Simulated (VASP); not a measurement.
# CdI2 (P-3m1) in VASP: settings compared

CdI2 is run at these levels: LDA, r2SCAN; tasks: single point.

Program: VASP 6.6.1. These are calculated values, not measurements. Logs are shortened: lines on timing, memory, paths and dates and some standing lists are left out, and cuts for length are marked.

## (1) The cell of the first run

Symmetry: P-3m1, No. 164, trigonal system. The conventional cell has a = 4.247 Å, b = 4.247 Å, c = 6.895 Å, α = 90.00°, β = 90.00°, γ = 120.00°. Cd (site symmetry -3m) has 6 I at 2.99 Å within 3.9 Å. I (site symmetry 3m) has 3 Cd at 2.99 Å within 3.9 Å.

## (2) Single point, LDA

INCAR reads:

```
SYSTEM = CdI2
ALGO = Normal
EDIFF = 1E-6
ENCUT = 500
GGA = CA
GGA_COMPAT = .False.
ISIF = 2
ISMEAR = 0
LASPH = .True.
LCHARG = .True.
LELF = .True.
LREAL = .False.
LVHAR = .True.
LWAVE = .False.
NBANDS = 20
NELM = 120
PREC = Accurate
SIGMA = 0.01
```

KPOINTS reads:

```
k-points
0
Gamma
  6 6 4
  0 0 0
```

POSCAR reads:

```
CdI2
1.0
    4.2470087284      0.0000000000      0.0000000000
   -2.1235043642      3.6780174489      0.0000000000
    0.0000000000      0.0000000000      6.8950251473
Cd I
1 2
Direct
    0.0000000000      0.0000000000      0.0000000000
    0.3333333333      0.6666666667      0.2493934756
    0.6666666667      0.3333333333      0.7506065244
```

Potentials or basis: VASP PAW LDA potentials, release 64 (Cd, I).

The run is started by

```console
> cat potpaw_LDA.64/Cd/POTCAR potpaw_LDA.64/I/POTCAR > POTCAR
> mpirun -np 1 vasp_std > vasp.out
```

OUTCAR:

```text
SYSTEM = CdI2
   EDIFF = 1E-6
   ENCUT = 500
   GGA = CA
   ISIF = 2
   ISMEAR = 0
   LASPH = .True.
   LREAL = .False.
   NELM = 120
   PREC = Accurate

 ion  position               nearest neighbor table
   1  0.000  0.000  0.000-   2 2.99   3 2.99   3 2.99   2 2.99   3 2.99   2 2.99
   2  0.333  0.667  0.249-   1 2.99   1 2.99   1 2.99
   3  0.667  0.333  0.751-   1 2.99   1 2.99   1 2.99

  LATTYP: Found a hexagonal cell.
 ALAT       =     4.2470087284
 C/A-ratio  =     1.6235015250

  Lattice vectors:

 A1 = (   4.2470087284,   0.0000000000,   0.0000000000)
 A2 = (  -2.1235043642,   3.6780174489,   0.0000000000)
 A3 = (   0.0000000000,   0.0000000000,   6.8950251473)

Analysis of symmetry for initial positions (statically):
=====================================================================
 Subroutine PRICEL returns:
 Original cell was already a primitive cell.

 Routine SETGRP: Setting up the symmetry group for a
 hexagonal supercell.

 Subroutine GETGRP returns: Found 12 space group operations
 (whereof 12 operations were pure point group operations)
 out of a pool of 24 trial point group operations.

The static configuration has the point symmetry D_3d.

Analysis of symmetry for dynamics (positions and initial velocities):
=====================================================================
 Subroutine PRICEL returns:
 Original cell was already a primitive cell.

 Routine SETGRP: Setting up the symmetry group for a
 hexagonal supercell.

 Subroutine GETGRP returns: Found 12 space group operations
 (whereof 12 operations were pure point group operations)
 out of a pool of 24 trial point group operations.

The dynamic configuration has the point symmetry D_3d.

 Subroutine INISYM returns: Found 12 space group operations
 (whereof 12 operations are pure point group operations),
 and found     1 'primitive' translations

----------------------------------------------------------------------------------------

                                     Primitive cell

  volume of cell :     107.7042

  direct lattice vectors                    reciprocal lattice vectors
     4.247008728  0.000000000  0.000000000     0.235459841  0.135942803  0.000000000
    -2.123504364  3.678017449  0.000000000     0.000000000  0.271885605  0.000000000
     0.000000000  0.000000000  6.895025147     0.000000000  0.000000000  0.145032103

  length of vectors
     4.247008728  4.247008728  6.895025147     0.271885605  0.271885605  0.145032103

[... 80 lines left out ...]
   NELM   =    120;   NELMIN=  2; NELMDL= -5     # of ELM steps
   EDIFF  = 0.1E-05   stopping-criterion for ELM
   LREAL  =      F    real-space projection
   EDIFFG = 0.1E-04   stopping-criterion for IOM
   NSW    =      0    number of steps for IOM
   IBRION =     -1    ionic relax: 0-MD 1-quasi-New 2-CG
   NFREE  =      0    steps in history (QN), initial steepest desc. (CG)
   ISIF   =      2    stress and relaxation
   ISYM   =      2    0-nonsym 1-usesym 2-fastsym
   POTIM  = 0.5000    time-step for ionic-motion
   TEBEG  =    0.0;   TEEND  =   0.0 temperature during run
   PSTRESS=    0.0 pullay stress
   NELECT =      26.0000    total number of electrons
   NUPDOWN=      -1.0000    fix difference up-down
   EMIN   =  10.00;   EMAX   =-10.00  energy-range for DOS
   EFERMI =   0.00;   METHOD = LEGACY
   ISMEAR =     0;   SIGMA  =   0.01  broadening in eV -4-tet -1-fermi 0-gaus
   EFERMI_NEDOS =   21; number of points for ismear=-14 and -15
   IALGO  =     38    algorithm
   IMIX   =      4    mixing-type and parameters
     AMIX     =   0.40;   BMIX     =  1.00
     AMIX_MAG =   1.60;   BMIX_MAG =  1.00
  volume/ion in A,a.u.               =      35.90       242.27
  Fermi-wavevector in a.u.,A,eV,Ry     =   1.019346  1.926285 14.137359  1.039067
  Thomas-Fermi vector in A             =   2.152855
   LORBIT       =      0    0 simple, 1 ext, 2 COOP (PROOUT), +10 PAW based schemes
   GGA     = CA    functional components
   LHFCALC =     F    Hartree Fock is set to
   AEXX    =    0.0000 exact exchange contribution
   IVDW    =     0    specifies the selected vdW correction
   LEPSILON=     F    determine dielectric tensor
   LRPA    =     F    only Hartree local field effects (RPA)
 non-spin polarized calculation
 Gauss-broadening in eV      SIGMA  =   0.01
  energy-cutoff  :      500.00
  volume of cell :      107.70
 maximum number of plane-waves:      2786
 NGX is ok and might be reduce to    32
   NGX = 15   NGY = 15   NGZ = 25

 number of electron      25.9999997 magnetization

 Free energy of the ion-electron system (eV)
  ---------------------------------------------------
  ext. energy  EPLUGINS =         0.00000000
  ---------------------------------------------------
  free energy    TOTEN  =        -7.13702433 eV

  energy without entropy =       -7.13702433  energy(sigma->0) =       -7.13702433

 E-fermi :   1.9022     XC(G=0):  -8.9109

 val. band max:        1.7910766923   @ k =   0.0000   0.0000   0.5000
 cond. band min:       3.9872461240   @ k =   0.5000   0.0000   0.5000
 fundamental gap:      2.1961694317
 Fermi energy:         1.9021915488

 k-point     1 :       0.0000    0.0000    0.0000
  band No.  band energies     occupation
      1     -10.3680      2.00000
      2      -9.6707      2.00000
      3      -5.7978      2.00000
      4      -5.7978      2.00000
      5      -5.6821      2.00000
      6      -5.5976      2.00000
[... 541 lines left out ...]
     19      10.6506      0.00000
     20      10.6506      0.00000

------------------------ aborting loop because EDIFF is reached ----------------------------------------

  FORCE on cell =-STRESS in cart. coord.  units (eV):
  Direction    XX          YY          ZZ          XY          YZ          ZX
  --------------------------------------------------------------------------------------
  -------------------------------------------------------------------------------------
  Total       -1.2706121     -1.2706121     -1.2866095      0.0000000      0.0000000      0.0000000
  in kB      -18.9012615    -18.9012615    -19.1392333      0.0000000      0.0000000      0.0000000
  external PRESSURE =     -18.9805854 kB  Pullay stress =       0.0000000 kB

 VOLUME and BASIS-vectors are now :
 -----------------------------------------------------------------------------
  energy-cutoff  :      500.00
  volume of cell :      107.70
      direct lattice vectors                 reciprocal lattice vectors
     4.247008728  0.000000000  0.000000000     0.235459841  0.135942803  0.000000000
    -2.123504364  3.678017449  0.000000000     0.000000000  0.271885605  0.000000000
     0.000000000  0.000000000  6.895025147     0.000000000  0.000000000  0.145032103

 POSITION                                       TOTAL-FORCE (eV/Angst)
 -----------------------------------------------------------------------------------
      0.00000      0.00000      0.00000         0.000000      0.000000      0.000000
     -0.00000      2.45201      1.71957        -0.000000      0.000000     -0.245112
      2.12350      1.22601      5.17545         0.000000     -0.000000      0.245112
 -----------------------------------------------------------------------------------
    total drift:                                0.000000     -0.000000      0.000000

  FREE ENERGIE OF THE ION-ELECTRON SYSTEM (eV)
  ---------------------------------------------------
  free  energy   TOTEN  =        -7.1370243251 eV

  energy  without entropy=       -7.1370243251  energy(sigma->0) =       -7.13702433
```

OSZICAR:

```text
N       E                     dE             d eps       ncg     rms          rms(c)
DAV:   1     0.156419724888E+03    0.15642E+03   -0.11319E+04   960   0.108E+03
DAV:   2     0.211729184776E+01   -0.15430E+03   -0.14842E+03  1148   0.245E+02
DAV:   3    -0.731129352077E+01   -0.94286E+01   -0.93955E+01  1136   0.605E+01
DAV:   4    -0.746540094692E+01   -0.15411E+00   -0.15408E+00  1296   0.748E+00
DAV:   5    -0.746677559295E+01   -0.13746E-02   -0.13746E-02  1128   0.704E-01    0.633E+00
DAV:   6    -0.717162209418E+01    0.29515E+00   -0.52932E-01  1012   0.766E+00    0.523E+00
DAV:   7    -0.713997682616E+01    0.31645E-01   -0.15704E-01  1092   0.249E+00    0.203E+00
DAV:   8    -0.713728919254E+01    0.26876E-02   -0.22919E-02  1072   0.161E+00    0.344E-01
DAV:   9    -0.713704710661E+01    0.24209E-03   -0.20381E-03  1092   0.481E-01    0.105E-01
DAV:  10    -0.713702189402E+01    0.25213E-04   -0.21346E-04  1104   0.127E-01    0.335E-02
DAV:  11    -0.713702461793E+01   -0.27239E-05   -0.21870E-05  1080   0.400E-02    0.158E-02
DAV:  12    -0.713702432514E+01    0.29279E-06   -0.17048E-06   720   0.139E-02
   1 F= -.71370243E+01 E0= -.71370243E+01  d E =-.193858E-57
```

stdout:

```text
POSCAR found type information on POSCAR CdI
 POSCAR found :  2 types and       3 ions
 scaLAPACK will be used
 LDA part: xc-table for (Slater(with rela. corr.)+CA(PZ))
 , standard interpolation
 POSCAR, INCAR and KPOINTS ok, starting setup
 FFT: planning ... GRIDC
 FFT: planning ... GRID_SOFT
 FFT: planning ... GRID
 WAVECAR not read
 entering main loop
```

Run time: 28 s. Hardware: 1 thread of Intel Xeon Platinum 8375C at 2.90GHz (Ice Lake), shared host; peak memory 0.2 GiB.

What came out:

```
Free energy            : -7.1370 eV
Pressure               : -1.9 GPa
Largest force          : 0.245 eV/Å
Band gap on the k mesh : 2.20 eV, indirect (least direct gap 2.36 eV)
```

Forces in eV/Å, atoms in the order of the input:
```
Cd   0.000  0.000  0.000
I    0.000  0.000 -0.245
I    0.000  0.000  0.245
```

Levels at points of the mesh, in eV from the valence-band top:
| k point | band 10 | band 11 | band 12 | band 13 | band 14 | band 15 | band 16 | band 17 |
| --- | --- | --- | --- | --- | --- | --- | --- | --- |
| (0.00, 0.00, 0.00) | -0.30 | -0.15 | -0.15 | -0.15 | 2.22 | 4.28 | 6.20 | 6.20 |
| (0.50, 0.00, 0.00) | -2.01 | -1.52 | -0.73 | -0.13 | 2.50 | 4.81 | 5.77 | 6.38 |
| (0.00, 0.00, 0.50) | -0.42 | -0.42 | 0.00 | 0.00 | 3.41 | 4.29 | 6.00 | 6.00 |
| (0.50, 0.00, 0.50) | -1.32 | -1.24 | -0.51 | -0.45 | 2.20 | 4.73 | 5.66 | 6.51 |

Caveat: spin-orbit coupling is left out, which moves the levels of the heavy elements. A k mesh can miss the band edges.

## (3) Single point, r2SCAN

POSCAR is that of step 2.

INCAR.step1 reads:

```
PREC = Accurate ; ENCUT = 550
ISMEAR = 0 ; SIGMA = 0.01
LREAL = False ; LASPH = True
NELM = 120 ; NBANDS = 20
GGA = PE ; ALGO = Normal
EDIFF = 1E-5 ; LWAVE = True
LCHARG = False ; GGA_COMPAT = False
```

INCAR.step2 reads:

```
PREC = Accurate ; ENCUT = 550
EDIFF = 1E-6 ; ISMEAR = 0
SIGMA = 0.01 ; LREAL = False
LASPH = True ; NELM = 120
ALGO = Normal ; ISIF = 2
LWAVE = False ; LCHARG = False
METAGGA = R2SCAN ; LMIXTAU = True
NBANDS = 20 ; ISTART = 1
GGA_COMPAT = False
```

KPOINTS reads:

```
regular mesh
0
Gamma
  6 6 4
```

Potentials or basis: VASP PAW PBE potentials, release 64 (Cd, I).

The run is started by

```console
> cat potpaw_PBE.64/Cd/POTCAR potpaw_PBE.64/I/POTCAR > POTCAR
> cp INCAR.step1 INCAR
> mpirun -np 1 vasp_std > vasp.out
> cp INCAR.step2 INCAR
> mpirun -np 1 vasp_std > vasp.out
```

Wall time 2.1 min (1 thread of Intel Xeon Platinum 8375C at 2.90GHz (Ice Lake), shared host); peak memory 0.26 GiB.

The run converged. Its results:

- Free energy: -71.3548 eV
- Pressure: 1.0 GPa
- Largest force: 0.019 eV/Å
- Band gap on the k mesh: 2.81 eV, indirect (least direct gap 3.14 eV)

Forces on the atoms (eV/Å):
```
Cd   0.000  0.000  0.000
I    0.000  0.000  0.019
I    0.000  0.000 -0.019
```

Levels at points of the mesh, in eV from the valence-band top:
```tsv
k point	band 10	band 11	band 12	band 13	band 14	band 15	band 16	band 17
(0.00, 0.00, 0.00)	-0.29	-0.15	-0.15	-0.14	3.07	5.06	6.91	6.91
(0.50, 0.00, 0.00)	-1.99	-1.52	-0.69	-0.13	3.07	5.60	6.38	7.08
(0.00, 0.00, 0.50)	-0.41	-0.41	0.00	0.00	4.13	5.14	6.70	6.70
(0.50, 0.00, 0.50)	-1.31	-1.21	-0.49	-0.44	2.81	5.45	6.37	7.08
```

Caveat: the PAW data sets were made with another functional, which shifts forces and pressure a little; spin-orbit coupling is left out, which moves the levels of the heavy elements.
